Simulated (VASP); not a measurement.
Write the native input for VASP 6.6.1 that does the following.

* Task: relaxation of the atoms
* Functional: PBE
* Potentials or basis: VASP PAW PBE potentials, release 64 (C, Pd)
* Cutoff: 520 eV
* k mesh: 2 × 2 × 1
* Occupations: gaussian, width 0.02 eV
* Spin: no spin polarisation
* Dipole correction: no
* Further INCAR settings: LREAL = Auto; ALGO = Normal; EDIFF = 1e-06; IBRION = 2; EDIFFG = -0.03; NSW = 80

The structure of PdC18 lies in POSCAR:

```
PdC18
1.0
    7.3980000000      0.0000000000      0.0000000000
   -3.6990000000      6.4068560000      0.0000000000
    0.0000000000      0.0000000000     13.0000000000
C Pd
18 1
Direct
    0.0000000000      0.0000000000      0.0769230800
    0.2222222200      0.1111111100      0.0769230800
    0.0000000000      0.3333333300      0.0769230800
    0.2222222200      0.4444444400      0.0769230800
    0.0000000000      0.6666666600      0.0769230800
    0.2222222200      0.7777777700      0.0769230800
    0.3333333300      0.0000000000      0.0769230800
    0.5555555600      0.1111111100      0.0769230800
    0.3333333300      0.3333333300      0.0769230800
    0.5555555500      0.4444444400      0.0769230800
    0.3333333300      0.6666666600      0.0769230800
    0.5555555500      0.7777777700      0.0769230800
    0.6666666700      0.0000000000      0.0769230800
    0.8888888900      0.1111111100      0.0769230800
    0.6666666700      0.3333333300      0.0769230800
    0.8888888900      0.4444444400      0.0769230800
    0.6666666600      0.6666666600      0.0769230800
    0.8888888900      0.7777777700      0.0769230800
    0.7407407400      0.8148148100      0.2307692300
```

One way to write it, as run:

INCAR

```
SYSTEM = PdC18
PREC = Accurate ; ENCUT = 520
EDIFF = 1E-6 ; ISMEAR = 0
SIGMA = 0.02 ; LREAL = Auto
LASPH = .True. ; NELM = 80
ALGO = Normal ; ISIF = 2
LWAVE = .False. ; LCHARG = .False.
GGA = PE ; IBRION = 2
NSW = 80 ; EDIFFG = -0.03
LUSENCCL = .False.
```

KPOINTS

```
regular mesh
0
Gamma
  2 2 1
  0 0 0
```

Potentials or basis: VASP PAW PBE potentials, release 64 (C, Pd).

The run is started by

```sh
$ cat potpaw_PBE.64/C/POTCAR potpaw_PBE.64/Pd/POTCAR > POTCAR
$ mpirun -np 1 vasp_std > vasp.out
```

Results of the run:

* Energy gained by relaxing: 7.9 meV/atom
* Ionic steps: 52
* Largest force after relaxing: 0.028 eV/Å
* Band gap on the k mesh: 0.17 eV, direct

Caveat: the k points lie up to 0.49 Å⁻¹ apart.

Wall time 16 min on 1 × NVIDIA H100 80GB with 1 thread of Intel(R) Xeon(R) Platinum 8481C CPU @ 2.70GHz (Sapphire Rapids), with other jobs on the host, peak memory 1.6 GiB.
